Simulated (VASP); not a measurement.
# SiC (P6_3mc) in VASP: notebook

SiC is run at these levels: r2SCAN; tasks: single point.

Everything below comes from runs of VASP 6.6.1. Logs are shortened: lines on timing, memory, paths and dates and some standing lists are left out, and cuts for length are marked.

## Step 1: The cell of the first run

It takes space group P6_3mc (No. 186, hexagonal). Conventional cell: a = 3.078 Å, b = 3.078 Å, c = 15.107 Å, α = 90.00°, β = 90.00°, γ = 120.00°. Si (site symmetry 3m) has 4 C at 1.88 to 1.89 Å within 2.5 Å. Within 2.5 Å of Si (site symmetry 3m) lie 4 C at 1.88 to 1.89 Å. Within 2.5 Å of Si (site symmetry 3m) lie 4 C at 1.89 Å. Within 2.5 Å of C (site symmetry 3m) lie 4 Si at 1.88 to 1.89 Å. C (site symmetry 3m) has 4 Si at 1.88 to 1.89 Å within 2.5 Å. C (site symmetry 3m) has 4 Si at 1.89 Å within 2.5 Å.

## Step 2: Single point, r2SCAN

File POSCAR:

```
SiC
1.0
    3.0784702618      0.0000000029      0.0000000000
   -1.5392351334      2.6660334501      0.0000000000
    0.0000000000      0.0000000000     15.1069150256
Si C
6 6
Direct
    0.3333333333      0.6666666667      0.8329860580
    0.6666666667      0.3333333333      0.3329860580
    0.6666666667      0.3333333333      0.6665012734
    0.3333333333      0.6666666667      0.1665012734
    0.0000000000      0.0000000000      0.4997218362
    0.0000000000      0.0000000000      0.9997218362
    0.0000000000      0.0000000000      0.8743670384
    0.0000000000      0.0000000000      0.3743670384
    0.3333333333      0.6666666667      0.7079969905
    0.6666666667      0.3333333333      0.2079969905
    0.6666666667      0.3333333333      0.5415278036
    0.3333333333      0.6666666667      0.0415278036
```

File INCAR.step1:

```
PREC = Accurate
ENCUT = 660
ISMEAR = 0
SIGMA = 0.02
LREAL = False
LASPH = True
NELM = 120
NBANDS = 36
GGA = PE
ALGO = Normal
EDIFF = 1E-5
LWAVE = True
LCHARG = False
GGA_COMPAT = False
```

File INCAR.step2:

```
PREC = Accurate
ENCUT = 660
EDIFF = 1E-6
ISMEAR = 0
SIGMA = 0.02
LREAL = False
LASPH = True
NELM = 120
ALGO = Normal
ISIF = 2
LWAVE = False
LCHARG = False
METAGGA = R2SCAN
LMIXTAU = True
NBANDS = 36
ISTART = 1
GGA_COMPAT = False
```

File KPOINTS:

```
Automatic mesh
0
Gamma
  12 12 2
```

Potentials or basis: VASP PAW PBE potentials, release 64 (Si, C).

Command:

```
cat potpaw_PBE.64/Si/POTCAR potpaw_PBE.64/C/POTCAR > POTCAR
cp INCAR.step1 INCAR
mpirun -np 1 vasp_std > vasp.out
cp INCAR.step2 INCAR
mpirun -np 1 vasp_std > vasp.out
```

OUTCAR:

```text
PREC = Accurate
   ENCUT = 660
   EDIFF = 1E-6
   ISMEAR = 0
   LREAL = False
   LASPH = True
   NELM = 120
   ISIF = 2
   METAGGA = R2SCAN
   ISTART = 1

 ion  position               nearest neighbor table
   1  0.333  0.667  0.833-   7 1.88   7 1.88   7 1.88   9 1.89   3 3.08   3 3.08   3 3.08   6 3.08
                             6 3.08   6 3.08
   2  0.667  0.333  0.333-   8 1.88   8 1.88   8 1.88  10 1.89   4 3.08   4 3.08   4 3.08   5 3.08
                             5 3.08   5 3.08
   3  0.667  0.333  0.667-   9 1.88   9 1.88   9 1.88  11 1.89   1 3.08   1 3.08   1 3.08   5 3.08
                             5 3.08   5 3.08
   4  0.333  0.667  0.167-  10 1.88  10 1.88  10 1.88  12 1.89   2 3.08   2 3.08   2 3.08   6 3.08
                             6 3.08   6 3.08
   5  0.000  0.000  0.500-  11 1.89  11 1.89  11 1.89   8 1.89   2 3.08   2 3.08   2 3.08   3 3.08
                             3 3.08   3 3.08
   6  0.000  0.000  1.000-  12 1.89  12 1.89  12 1.89   7 1.89   1 3.08   1 3.08   1 3.08   4 3.08
                             4 3.08   4 3.08
   7  0.000  0.000  0.874-   1 1.88   1 1.88   1 1.88   6 1.89
   8  0.000  0.000  0.374-   2 1.88   2 1.88   2 1.88   5 1.89
   9  0.333  0.667  0.708-   3 1.88   3 1.88   3 1.88   1 1.89
  10  0.667  0.333  0.208-   4 1.88   4 1.88   4 1.88   2 1.89
  11  0.667  0.333  0.542-   5 1.89   5 1.89   5 1.89   3 1.89
  12  0.333  0.667  0.042-   6 1.89   6 1.89   6 1.89   4 1.89

  LATTYP: Found a hexagonal cell.
 ALAT       =     3.0784702618
 C/A-ratio  =     4.9072798308

  Lattice vectors:

 A1 = (   3.0784702618,   0.0000000029,   0.0000000000)
 A2 = (  -1.5392351334,   2.6660334501,   0.0000000000)
 A3 = (   0.0000000000,   0.0000000000,  15.1069150256)

Analysis of symmetry for initial positions (statically):
=====================================================================
 Subroutine PRICEL returns:
 Original cell was already a primitive cell.

 Routine SETGRP: Setting up the symmetry group for a
 hexagonal supercell.

 Subroutine GETGRP returns: Found 12 space group operations
 (whereof  6 operations were pure point group operations)
 out of a pool of 24 trial point group operations.

The static configuration has the point symmetry C_3v.
 The point group associated with its full space group is C_6v.

Analysis of symmetry for dynamics (positions and initial velocities):
=====================================================================
 Subroutine PRICEL returns:
 Original cell was already a primitive cell.

 Routine SETGRP: Setting up the symmetry group for a
 hexagonal supercell.

 Subroutine GETGRP returns: Found 12 space group operations
 (whereof  6 operations were pure point group operations)
 out of a pool of 24 trial point group operations.

The dynamic configuration has the point symmetry C_3v.
 The point group associated with its full space group is C_6v.

 Subroutine INISYM returns: Found 12 space group operations
 (whereof  6 operations are pure point group operations),
 and found     1 'primitive' translations

----------------------------------------------------------------------------------------

                                     Primitive cell

  volume of cell :     123.9871

  direct lattice vectors                    reciprocal lattice vectors
     3.078470262  0.000000003  0.000000000     0.324836661  0.187544534  0.000000000
    -1.539235133  2.666033450  0.000000000    -0.000000000  0.375089067  0.000000000
     0.000000000  0.000000000 15.106915026     0.000000000  0.000000000  0.066194852

  length of vectors
     3.078470262  3.078470262 15.106915026     0.375089067  0.375089067  0.066194852

  position of ions in fractional coordinates (direct lattice)
     0.333333333  0.666666667  0.832986058
     0.666666667  0.333333333  0.332986058
     0.666666667  0.333333333  0.666501273
     0.333333333  0.666666667  0.166501273
     0.000000000  0.000000000  0.499721836
     0.000000000  0.000000000  0.999721836
     0.000000000  0.000000000  0.874367038
     0.000000000  0.000000000  0.374367038
     0.333333333  0.666666667  0.707996990
     0.666666667  0.333333333  0.207996990
     0.666666667  0.333333333  0.541527804
     0.333333333  0.666666667  0.041527804

  ion indices of the primitive-cell ions
   primitive index   ion index
                 1           1
                 2           2
                 3           3
                 4           4
                 5           5
                 6           6
                 7           7
                 8           8
                 9           9
                10          10
                11          11
                12          12

----------------------------------------------------------------------------------------

 KPOINTS: Automatic mesh

Automatic generation of k-mesh.
 Grid dimensions read from file:
 generate k-points for:   12   12    2

 Generating k-lattice:

  Cartesian coordinates                     Fractional coordinates (reciprocal lattice)
     0.027069722  0.015628711  0.000000000     0.083333333 -0.000000000  0.000000000
    -0.000000000  0.031257422  0.000000000    -0.000000000  0.083333333  0.000000000
     0.000000000  0.000000000  0.033097426     0.000000000  0.000000000  0.500000000

  Length of vectors
     0.031257422  0.031257422  0.033097426

  Shift w.r.t. Gamma in fractional coordinates (k-lattice)
     0.000000000  0.000000000  0.000000000

 Subroutine IBZKPT returns following result:
 ===========================================

 Found     38 irreducible k-points:

 Following reciprocal coordinates:
            Coordinates               Weight
  0.000000  0.000000  0.000000      1.000000
  0.083333  0.000000  0.000000      6.000000
  0.166667  0.000000  0.000000      6.000000
  0.250000  0.000000  0.000000      6.000000
  0.333333  0.000000  0.000000      6.000000
  0.416667  0.000000  0.000000      6.000000
[... 16 lines left out ...]
  0.250000  0.000000  0.500000      6.000000
  0.333333  0.000000  0.500000      6.000000
 [... further k-points ...]
   k-points           NKPTS =     38   k-points in BZ     NKDIM =     38   number of bands    NBANDS=     36
   number of dos      NEDOS =    301   number of ions     NIONS =     12
   total plane-waves  NPLWV = 100352
   dimension x,y,z NGX =    28 NGY =   28 NGZ =  128
   dimension x,y,z NGXF=    56 NGYF=   56 NGZF=  256
   ions per type =               6   6
   NGX,Y,Z   is equivalent  to a cutoff of  15.12, 15.12, 14.09 a.u.
   NGXF,Y,Z  is equivalent  to a cutoff of  30.24, 30.24, 28.17 a.u.
 SYSTEM =  unknown system
   PREC   = accura    normal or accurate (medium, high low for compatibility)
   ISTART =      1    job   : 0-new  1-cont  2-samecut
   ICHARG =      0    charge: 1-file 2-atom 10-const
   ISPIN  =      1    spin polarized calculation?
   LNONCOLLINEAR =      F non collinear calculations
   LSORBIT =      F    spin-orbit coupling
   LASPH  =      T    aspherical Exc in radial PAW
   ENCUT  =  660.0 eV  48.51 Ry    6.96 a.u.   6.45  6.45 31.64*2*pi/ulx,y,z
   NELM   =    120;   NELMIN=  2; NELMDL=  0     # of ELM steps
   EDIFF  = 0.1E-05   stopping-criterion for ELM
   LREAL  =      F    real-space projection
   EDIFFG = 0.1E-04   stopping-criterion for IOM
   NSW    =      0    number of steps for IOM
   IBRION =     -1    ionic relax: 0-MD 1-quasi-New 2-CG
   NFREE  =      0    steps in history (QN), initial steepest desc. (CG)
   ISIF   =      2    stress and relaxation
   ISYM   =      2    0-nonsym 1-usesym 2-fastsym
   POTIM  = 0.5000    time-step for ionic-motion
   TEBEG  =    0.0;   TEEND  =   0.0 temperature during run
   PSTRESS=    0.0 pullay stress
   NELECT =      48.0000    total number of electrons
   NUPDOWN=      -1.0000    fix difference up-down
   EMIN   =  10.00;   EMAX   =-10.00  energy-range for DOS
   EFERMI =   0.00;   METHOD = LEGACY
   ISMEAR =     0;   SIGMA  =   0.02  broadening in eV -4-tet -1-fermi 0-gaus
   EFERMI_NEDOS =   21; number of points for ismear=-14 and -15
   IALGO  =     38    algorithm
   IMIX   =      4    mixing-type and parameters
     AMIX     =   0.40;   BMIX     =  1.00
     AMIX_MAG =   1.60;   BMIX_MAG =  1.00
  volume/ion in A,a.u.               =      10.33        69.73
  Fermi-wavevector in a.u.,A,eV,Ry     =   1.193154  2.254734 19.369474  1.423616
  Thomas-Fermi vector in A             =   2.329175
   LORBIT       =      0    0 simple, 1 ext, 2 COOP (PROOUT), +10 PAW based schemes
   METAGGA = R2SCAN    functional components
   LHFCALC =     F    Hartree Fock is set to
   AEXX    =    0.0000 exact exchange contribution
   IVDW    =     0    specifies the selected vdW correction
   LEPSILON=     F    determine dielectric tensor
   LRPA    =     F    only Hartree local field effects (RPA)
 non-spin polarized calculation
 Gauss-broadening in eV      SIGMA  =   0.02
  energy-cutoff  :      660.00
  volume of cell :      123.99
 maximum number of plane-waves:      4827
 NGX is ok and might be reduce to    28
   NGX = 13   NGY = 13   NGZ = 63

 number of electron      48.0000000 magnetization

 Free energy of the ion-electron system (eV)
  ---------------------------------------------------
  ext. energy  EPLUGINS =         0.00000000
  ---------------------------------------------------
  free energy    TOTEN  =      -115.99170346 eV

  energy without entropy =     -115.99170346  energy(sigma->0) =     -115.99170346

 E-fermi :   8.1495     XC(G=0): -11.9379

 val. band max:        8.0434680567   @ k =   0.0000   0.0000   0.0000
 cond. band min:      10.4436170203   @ k =   0.5000   0.0000   0.0000
 fundamental gap:      2.4001489636
 Fermi energy:         8.1494839825

 k-point     1 :       0.0000    0.0000    0.0000
  band No.  band energies     occupation
      1      -8.2007      2.00000
      2      -7.6600      2.00000
      3      -7.6235      2.00000
      4      -6.0856      2.00000
      5      -6.0546      2.00000
      6      -4.5709      2.00000
[... 925 lines left out ...]
     35      16.5246      0.00000
     36      16.5246      0.00000

 [... further k-points ...]

------------------------ aborting loop because EDIFF is reached ----------------------------------------

  FORCE on cell =-STRESS in cart. coord.  units (eV):
  Direction    XX          YY          ZZ          XY          YZ          ZX
  --------------------------------------------------------------------------------------
  -------------------------------------------------------------------------------------
  Total       -0.3147656     -0.3147656     -0.3144014     -0.0000000     -0.0000000      0.0000000
  in kB       -4.0674428     -4.0674428     -4.0627373     -0.0000000     -0.0000000      0.0000000
  external PRESSURE =      -4.0658743 kB  Pullay stress =       0.0000000 kB

 VOLUME and BASIS-vectors are now :
 -----------------------------------------------------------------------------
  energy-cutoff  :      660.00
  volume of cell :      123.99
      direct lattice vectors                 reciprocal lattice vectors
     3.078470262  0.000000003  0.000000000     0.324836661  0.187544534  0.000000000
    -1.539235133  2.666033450  0.000000000    -0.000000000  0.375089067  0.000000000
     0.000000000  0.000000000 15.106915026     0.000000000  0.000000000  0.066194852

 POSITION                                       TOTAL-FORCE (eV/Angst)
 -----------------------------------------------------------------------------------
     -0.00000      1.77736     12.58385        -0.000000     -0.000000     -0.001020
      1.53924      0.88868      5.03039         0.000000      0.000000     -0.001020
      1.53924      0.88868     10.06878         0.000000     -0.000000     -0.000473
     -0.00000      1.77736      2.51532        -0.000000      0.000000     -0.000473
      0.00000      0.00000      7.54926        -0.000000      0.000000      0.000858
      0.00000      0.00000     15.10271         0.000000     -0.000000      0.000858
      0.00000      0.00000     13.20899         0.000000     -0.000000     -0.000074
      0.00000      0.00000      5.65553         0.000000      0.000000     -0.000074
     -0.00000      1.77736     10.69565         0.000000     -0.000000      0.000084
      1.53924      0.88868      3.14219        -0.000000      0.000000      0.000084
      1.53924      0.88868      8.18081        -0.000000      0.000000      0.000624
     -0.00000      1.77736      0.62736         0.000000     -0.000000      0.000624
 -----------------------------------------------------------------------------------
    total drift:                                0.000000      0.000000      0.000028

  FREE ENERGIE OF THE ION-ELECTRON SYSTEM (eV)
  ---------------------------------------------------
  free  energy   TOTEN  =      -115.9917034639 eV

  energy  without entropy=     -115.9917034639  energy(sigma->0) =     -115.99170346
```

Wall time 23 min (1 thread of Oxide Virtual Turin-like, shared host); peak memory 0.41 GiB.

What came out:

| Property | Result |
| --- | --- |
| Free energy | -115.9917 eV |
| Pressure | -0.4 GPa |
| Band gap on the k mesh | 2.40 eV (least direct gap 3.56 eV) |

Caveat: the PAW data sets were made with another functional, which shifts forces and pressure a little. A k mesh can miss the band edges.

[end of part 1 of 2]
